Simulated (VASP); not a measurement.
# Co (P6_3/mmc) in VASP: further runs, part 2 of 2

VASP 6.6.1.

### 3 Electric field gradients, PBEsol, collinear spin, ferromagnetic start (equal xx and yy strain of -2 %)

The input, INCAR:

```
SYSTEM = Co
PREC = Accurate
ENCUT = 520
EDIFF = 1E-8
ISMEAR = -1
SIGMA = 0.05
LREAL = .FALSE.
LASPH = .TRUE.
NELM = 150
ALGO = Normal
ISIF = 2
LWAVE = .FALSE.
LCHARG = .FALSE.
ISPIN = 2
MAGMOM = 2 2
LORBIT = 11
LMAXMIX = 4
GGA = PS
LEFG = .TRUE.
NBANDS = 20
```

The input, KPOINTS:

```
Automatic mesh
0
G
  19 19 10
  0 0 0
```

The input, POSCAR:

```
Co
1.0
    2.4686208520      0.0000000000      0.0000000000
   -1.2343104260      2.1378883702      0.0000000000
    0.0000000000      0.0000000000      4.0910000000
Co
2
Direct
    0.3333333333      0.6666666667      0.2500000000
    0.6666666667      0.3333333333      0.7500000000
```

Potentials or basis: VASP PAW PBE potentials, release 64 (Co).

Run with:

```
$ cat potpaw_PBE.64/Co/POTCAR > POTCAR
$ mpirun -np 1 vasp_std > vasp.out
```

OUTCAR:

```text
SYSTEM = Co
   PREC = Accurate
   ENCUT = 520
   EDIFF = 1E-8
   ISMEAR = -1
   LREAL = .FALSE.
   LASPH = .TRUE.
   NELM = 150
   ISIF = 2
   ISPIN = 2
   LORBIT = 11
   GGA = PS

 ion  position               nearest neighbor table
   1  0.333  0.667  0.250-   2 2.49   2 2.49   2 2.49   2 2.49   2 2.49   2 2.49
   2  0.667  0.333  0.750-   1 2.49   1 2.49   1 2.49   1 2.49   1 2.49   1 2.49

  LATTYP: Found a hexagonal cell.
 ALAT       =     2.4686208520
 C/A-ratio  =     1.6572006174

  Lattice vectors:

 A1 = (   2.4686208520,   0.0000000000,   0.0000000000)
 A2 = (  -1.2343104260,   2.1378883702,   0.0000000000)
 A3 = (   0.0000000000,   0.0000000000,   4.0910000000)

Analysis of symmetry for initial positions (statically):
=====================================================================
 Subroutine PRICEL returns:
 Original cell was already a primitive cell.

 Routine SETGRP: Setting up the symmetry group for a
 hexagonal supercell.

 Subroutine GETGRP returns: Found 24 space group operations
 (whereof 12 operations were pure point group operations)
 out of a pool of 24 trial point group operations.

The static configuration has the point symmetry D_3d.
 The point group associated with its full space group is D_6h.

Analysis of symmetry for dynamics (positions and initial velocities):
=====================================================================
 Subroutine PRICEL returns:
 Original cell was already a primitive cell.

 Routine SETGRP: Setting up the symmetry group for a
 hexagonal supercell.
[... 1291 lines left out ...]
  --------------------------------------------------------------------------------------
  -------------------------------------------------------------------------------------
  Total       -0.9394131     -0.9394131     -1.9377457     -0.0000000     -0.0000000      0.0000000
  in kB      -69.7105179    -69.7105179   -143.7932386     -0.0000000     -0.0000000      0.0000000
  external PRESSURE =     -94.4047581 kB  Pullay stress =       0.0000000 kB

 VOLUME and BASIS-vectors are now :
 -----------------------------------------------------------------------------
  energy-cutoff  :      520.00
  volume of cell :       21.59
      direct lattice vectors                 reciprocal lattice vectors
     2.468620852  0.000000000  0.000000000     0.405084482  0.233875635  0.000000000
    -1.234310426  2.137888370  0.000000000     0.000000000  0.467751270  0.000000000
     0.000000000  0.000000000  4.091000000     0.000000000  0.000000000  0.244439012

 POSITION                                       TOTAL-FORCE (eV/Angst)
 -----------------------------------------------------------------------------------
     -0.00000      1.42526      1.02275        -0.000000      0.000000      0.000000
      1.23431      0.71263      3.06825         0.000000     -0.000000      0.000000
 -----------------------------------------------------------------------------------
    total drift:                                0.000000     -0.000000     -0.000000

  FREE ENERGIE OF THE ION-ELECTRON SYSTEM (eV)
  ---------------------------------------------------
  free  energy   TOTEN  =       -15.4419411101 eV

  energy  without entropy=      -15.4259730153  energy(sigma->0) =      -15.43395706

 Electric field gradients (V/A^2)
---------------------------------------------------------------------
 ion       V_xx      V_yy      V_zz      V_xy      V_xz      V_yz
---------------------------------------------------------------------
   1      -1.896    -1.894     3.790     0.001     0.000     0.000
   2      -1.896    -1.894     3.790     0.001     0.000     0.000
---------------------------------------------------------------------

 Electric field gradients after diagonalization (V/A^2)
 (convention: |V_zz| > |V_xx| > |V_yy|)
----------------------------------------------------------------------
 ion       V_xx      V_yy      V_zz     asymmetry (V_yy - V_xx)/ V_zz
----------------------------------------------------------------------
   1      -1.896    -1.894     3.790       0.001
   2      -1.896    -1.894     3.790       0.001
----------------------------------------------------------------------

           NMR quadrupolar parameters

 Cq : quadrupolar parameter    Cq=e*Q*V_zz/h
 eta: asymmetry parameters     (V_yy - V_xx)/ V_zz
 Q  : nuclear electric quadrupole moment in mb (millibarn)
----------------------------------------------------------------------
 ion       Cq(MHz)       eta       Q (mb)
----------------------------------------------------------------------
   1       0.009       0.001       1.000
   2       0.009       0.001       1.000
----------------------------------------------------------------------

 total charge

# of ion       s       p       d       tot
------------------------------------------
    1        0.491   0.529   7.261   8.281
    2        0.491   0.529   7.261   8.281
--------------------------------------------------
tot          0.982   1.058  14.521  16.562

 magnetization (x)

# of ion       s       p       d       tot
------------------------------------------
    1       -0.015  -0.050   1.679   1.615
    2       -0.015  -0.050   1.679   1.615
--------------------------------------------------
tot         -0.029  -0.101   3.359   3.229
```

OSZICAR:

```text
N       E                     dE             d eps       ncg     rms          rms(c)
DAV:   1     0.838007230031E+02    0.83801E+02   -0.82170E+03 20080   0.124E+03
DAV:   2    -0.134041530838E+02   -0.97205E+02   -0.87484E+02 19472   0.217E+02
DAV:   3    -0.178763807616E+02   -0.44722E+01   -0.42855E+01 21896   0.563E+01
DAV:   4    -0.179440625575E+02   -0.67682E-01   -0.67630E-01 23492   0.608E+00
DAV:   5    -0.179460543804E+02   -0.19918E-02   -0.19917E-02 22360   0.998E-01    0.159E+01
DAV:   6    -0.159454258547E+02    0.20006E+01   -0.86492E+00 21760   0.606E+01    0.709E+00
DAV:   7    -0.154827179961E+02    0.46271E+00   -0.13548E+00 22376   0.219E+01    0.384E+00
DAV:   8    -0.154593128523E+02    0.23405E-01   -0.15415E-02 26780   0.120E+00    0.166E+00
DAV:   9    -0.154431129765E+02    0.16200E-01   -0.27344E-03 31968   0.954E-01    0.472E-01
DAV:  10    -0.154420713349E+02    0.10416E-02   -0.46607E-04 24936   0.247E-01    0.149E-01
DAV:  11    -0.154419525497E+02    0.11879E-03   -0.66165E-05 28832   0.129E-01    0.315E-02
DAV:  12    -0.154419448963E+02    0.76534E-05   -0.57089E-06 21380   0.215E-02    0.188E-02
DAV:  13    -0.154419413199E+02    0.35764E-05   -0.20518E-06 29640   0.163E-02    0.908E-03
DAV:  14    -0.154419412647E+02    0.55172E-07   -0.24330E-07 22040   0.404E-03    0.227E-03
DAV:  15    -0.154419410422E+02    0.22252E-06   -0.12663E-08 16988   0.168E-03    0.107E-03
DAV:  16    -0.154419410837E+02   -0.41489E-07   -0.28738E-09 10260   0.611E-04    0.464E-04
DAV:  17    -0.154419411071E+02   -0.23376E-07   -0.57269E-10 10076   0.237E-04    0.106E-04
DAV:  18    -0.154419411101E+02   -0.30705E-08   -0.17302E-10  9940   0.116E-04
   1 F= -.15441941E+02 E0= -.15433957E+02  d E =-.159681E-01  mag=     3.2014
```

stdout:

```text
POSCAR found type information on POSCAR Co
 POSCAR found :  1 types and       2 ions
 scaLAPACK will be used
 -----------------------------------------------------------------------------
|                                                                             |
|                                                                             |
|     You enforced a specific xc type in the INCAR file but a different       |
|     I HOPE YOU KNOW WHAT YOU ARE DOING!                                     |
|                                                                             |
 -----------------------------------------------------------------------------

 LDA part: xc-table for (Slater+PW92), standard interpolation
 POSCAR, INCAR and KPOINTS ok, starting setup
 FFT: planning ... GRIDC
 FFT: planning ... GRID_SOFT
 FFT: planning ... GRID
 WAVECAR not read
 entering main loop
ion   1

ion   2
```

It took 2.6 min on 1 thread of Oxide Virtual Turin-like, shared host; peak memory 0.21 GiB.

What came out:

| Property | Result |
| --- | --- |
| Free energy | -15.4419 eV |
| Pressure | -9.4 GPa |
| Net moment | 3.20 μB per cell |
| Site moments | Co +1.61 μB |
| Valence electrons inside the program's atomic spheres | Co 8.28 |

Electric field gradients, principal values (V/Å²):
```tsv
atom	least	middle	greatest (by size)
1 Co	-1.894	-1.896	3.790
2 Co	-1.894	-1.896	3.790
```

Caveat: the cell differs from its parent crystal (equal xx and yy strain of -2 %); without QUAD_EFG the Cq values of the log hold for a quadrupole moment of 1 mb, not for the nuclei; the PAW data sets were made with another functional, which shifts forces and pressure a little.

### 4 Electric field gradients, PBEsol, collinear spin, ferromagnetic start (equal xx and yy strain of -2 %)

The input, INCAR:

```
  PREC = Accurate
  ENCUT = 520
  EDIFF = 1E-8
  ISMEAR = -1
  SIGMA = 0.05
  LREAL = F
  LASPH = T
  NELM = 150
  ALGO = Normal
  ISIF = 2
  LWAVE = F
  LCHARG = F
  ISPIN = 2
  MAGMOM = 2 2
  LORBIT = 11
  LMAXMIX = 4
  GGA = PS
  LEFG = T
  NBANDS = 20
```

The input, KPOINTS:

```
regular mesh
0
Gamma
  19 19 10
```

POSCAR is that of step 3.

Potentials or basis: VASP PAW PBE potentials, release 64 (Co).

Run with:

```
$ cat potpaw_PBE.64/Co/POTCAR > POTCAR
$ mpirun -np 1 vasp_std > vasp.out
```

OUTCAR:

```text
PREC = Accurate
   ENCUT = 520
   EDIFF = 1E-8
   ISMEAR = -1
   LREAL = F
   LASPH = T
   NELM = 150
   ISIF = 2
   ISPIN = 2
   LORBIT = 11
   GGA = PS

 ion  position               nearest neighbor table
   1  0.333  0.667  0.250-   2 2.49   2 2.49   2 2.49   2 2.49   2 2.49   2 2.49
   2  0.667  0.333  0.750-   1 2.49   1 2.49   1 2.49   1 2.49   1 2.49   1 2.49

  LATTYP: Found a hexagonal cell.
 ALAT       =     2.4686208520
 C/A-ratio  =     1.6572006174

  Lattice vectors:

 A1 = (   2.4686208520,   0.0000000000,   0.0000000000)
 A2 = (  -1.2343104260,   2.1378883702,   0.0000000000)
[... 1350 lines left out ...]

 Electric field gradients after diagonalization (V/A^2)
 (convention: |V_zz| > |V_xx| > |V_yy|)
----------------------------------------------------------------------
 ion       V_xx      V_yy      V_zz     asymmetry (V_yy - V_xx)/ V_zz
----------------------------------------------------------------------
   1      -1.896    -1.894     3.790       0.001
   2      -1.896    -1.894     3.790       0.001
----------------------------------------------------------------------

           NMR quadrupolar parameters

 Cq : quadrupolar parameter    Cq=e*Q*V_zz/h
 eta: asymmetry parameters     (V_yy - V_xx)/ V_zz
 Q  : nuclear electric quadrupole moment in mb (millibarn)
----------------------------------------------------------------------
 ion       Cq(MHz)       eta       Q (mb)
----------------------------------------------------------------------
   1       0.009       0.001       1.000
   2       0.009       0.001       1.000
----------------------------------------------------------------------

 total charge

# of ion       s       p       d       tot
------------------------------------------
    1        0.491   0.529   7.261   8.281
    2        0.491   0.529   7.261   8.281
--------------------------------------------------
tot          0.982   1.058  14.521  16.562

 magnetization (x)

# of ion       s       p       d       tot
------------------------------------------
    1       -0.015  -0.050   1.679   1.615
    2       -0.015  -0.050   1.679   1.615
--------------------------------------------------
tot         -0.029  -0.101   3.359   3.229
```

OSZICAR:

```text
N       E                     dE             d eps       ncg     rms          rms(c)
DAV:   1     0.838007230031E+02    0.83801E+02   -0.82170E+03 20080   0.124E+03
DAV:   2    -0.134041530838E+02   -0.97205E+02   -0.87484E+02 19472   0.217E+02
DAV:   3    -0.178763807616E+02   -0.44722E+01   -0.42855E+01 21896   0.563E+01
DAV:   4    -0.179440625575E+02   -0.67682E-01   -0.67630E-01 23492   0.608E+00
DAV:   5    -0.179460543804E+02   -0.19918E-02   -0.19917E-02 22360   0.998E-01    0.159E+01
DAV:   6    -0.159454258547E+02    0.20006E+01   -0.86492E+00 21760   0.606E+01    0.709E+00
DAV:   7    -0.154827179961E+02    0.46271E+00   -0.13548E+00 22376   0.219E+01    0.384E+00
DAV:   8    -0.154593128523E+02    0.23405E-01   -0.15415E-02 26780   0.120E+00    0.166E+00
DAV:   9    -0.154431129765E+02    0.16200E-01   -0.27344E-03 31968   0.954E-01    0.472E-01
DAV:  10    -0.154420713349E+02    0.10416E-02   -0.46607E-04 24936   0.247E-01    0.149E-01
DAV:  11    -0.154419525497E+02    0.11879E-03   -0.66165E-05 28832   0.129E-01    0.315E-02
DAV:  12    -0.154419448963E+02    0.76534E-05   -0.57089E-06 21380   0.215E-02    0.188E-02
DAV:  13    -0.154419413199E+02    0.35764E-05   -0.20518E-06 29640   0.163E-02    0.908E-03
DAV:  14    -0.154419412647E+02    0.55172E-07   -0.24330E-07 22040   0.404E-03    0.227E-03
DAV:  15    -0.154419410422E+02    0.22252E-06   -0.12663E-08 16988   0.168E-03    0.107E-03
DAV:  16    -0.154419410837E+02   -0.41489E-07   -0.28738E-09 10260   0.611E-04    0.464E-04
DAV:  17    -0.154419411071E+02   -0.23376E-07   -0.57269E-10 10076   0.237E-04    0.106E-04
DAV:  18    -0.154419411101E+02   -0.30705E-08   -0.17302E-10  9940   0.116E-04
   1 F= -.15441941E+02 E0= -.15433957E+02  d E =-.159681E-01  mag=     3.2014
```

Run time: 3.4 min. Hardware: 1 thread of Oxide Virtual Turin-like, shared host; peak memory 0.21 GiB.

What came out:

```
Free energy                                           : -15.4419 eV
Pressure                                              : -9.4 GPa
Net moment                                            : 3.20 μB per cell
Site moments                                          : Co +1.61 μB
Valence electrons inside the program's atomic spheres : Co 8.28
```

Levels at points of the mesh, in eV from the Fermi level:
Spin up:
```
           k point  band 7  band 8  band 9  band 10  band 11  band 12  band 13  band 14  band 15  band 16
(0.00, 0.00, 0.00)   -2.28   -1.84   -1.84    -0.82    -0.82    -0.42     6.01    22.28    24.70    25.09
(0.00, 0.00, 0.50)   -2.62   -2.62   -1.13    -1.13    -1.13    -1.13    14.39    14.39    22.98    22.98
```
Spin down:
```
           k point  band 4  band 5  band 6  band 7  band 8  band 9  band 10  band 11
(0.00, 0.00, 0.00)   -0.97   -0.97   -0.64   -0.64   -0.41   -0.08    -0.08     1.05
(0.00, 0.00, 0.50)   -1.66   -1.01   -1.01   -1.01   -1.01    0.71     0.71     0.71
```

Electric field gradients, principal values (V/Å²):
```
atom   least  middle  greatest (by size)
1 Co  -1.894  -1.896               3.790
2 Co  -1.894  -1.896               3.790
```

Caveat: the cell differs from its parent crystal (equal xx and yy strain of -2 %); without QUAD_EFG the Cq values of the log hold for a quadrupole moment of 1 mb, not for the nuclei; the PAW data sets were made with another functional, which shifts forces and pressure a little.
